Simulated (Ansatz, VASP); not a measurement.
One calculation of Ti, two programs

```
CELL_PARAMETERS angstrom
2.90575 0.00000 0.00000
-1.45287 2.51645 0.00000
0.00000 0.00000 4.75629
ATOMIC_POSITIONS crystal
Ti 0.33333 0.66667 0.25000
Ti 0.66667 0.33333 0.75000
```

Change from the starting cell: strain -0.015 along x and y, +0.015 along z, atoms carried along.

Alike in both runs: task single point; functional PBEsol; k mesh 18 × 18 × 10; occupations gaussian, width 0.15 eV; no spin polarisation.

|  | VASP | Ansatz |
| --- | --- | --- |
| version | VASP 6.6.1 | Ansatz 0.2.0 |
| potentials or method | VASP PAW PBE potentials, release 64 (Ti_sv), cutoff 520 eV | scalar-relativistic, plane waves, PAW |
| valence electrons in the cell | 24 | 24 |

|  | VASP | Ansatz | Ansatz less VASP |
| --- | --- | --- | --- |
| gap on the k mesh at the Fermi level (eV) | none | none | - |
| pressure (GPa) | -4.5 | -4.3 | +0.20 |
| traceless stress, the component that is largest in VASP (GPa) | -2.43 | -2.44 | -0.016 |

VASP's potentials were made for PBE, not for PBEsol. A gap of «none» marks a metal or a gap that the smearing closes. With one functional, cell and mesh, what is left measures potentials, basis and numerics.
